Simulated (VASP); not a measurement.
Input of a VASP 6.6.1 run:

Contents of INCAR:

```
SYSTEM = Pd
PREC = Accurate
ENCUT = 520
EDIFF = 1E-6
ISMEAR = 0
SIGMA = 0.15
LREAL = .False.
LASPH = .True.
NELM = 60
ALGO = Fast
ISIF = 2
LWAVE = .False.
LCHARG = .True.
GGA = PS
LELF = .True.
LVHAR = .True.
NBANDS = 11
```

Contents of KPOINTS:

```
Automatic mesh
0
Gamma
  22 22 22
  0 0 0
```

File POSCAR:

```
Pd
1.0
   -1.4838401938      1.4838401938      1.5722810000
    1.4838401938     -1.4838401938      1.5722810000
    1.6607218062      1.6607218062     -1.5722810000
Pd
1
Direct
    0.0000000000      0.0000000000      0.0000000000
```

Potentials or basis: VASP PAW PBE potentials, release 64 (Pd).

Run with:

```sh
$ cat potpaw_PBE.64/Pd/POTCAR > POTCAR
$ mpirun -np 1 vasp_std > vasp.out
```

Question: Predict the pressure.

Answer: -7.5 GPa.

Question: Estimate the band gap on the k mesh.

Answer: Zero (bands 5 and 6 overlap by 1.95 eV).

Stress tensor (GPa, compression positive):
```
 -8.00 -10.49   0.00
-10.49  -8.00   0.00
  0.00   0.00  -6.48
```

Caveat: the cell differs from its parent crystal (strain +0.1125 x Voigt [0, 0, 0, 0, 0, 1]); the cell stands under tension; the PAW data sets were made with another functional, which shifts forces and pressure a little.
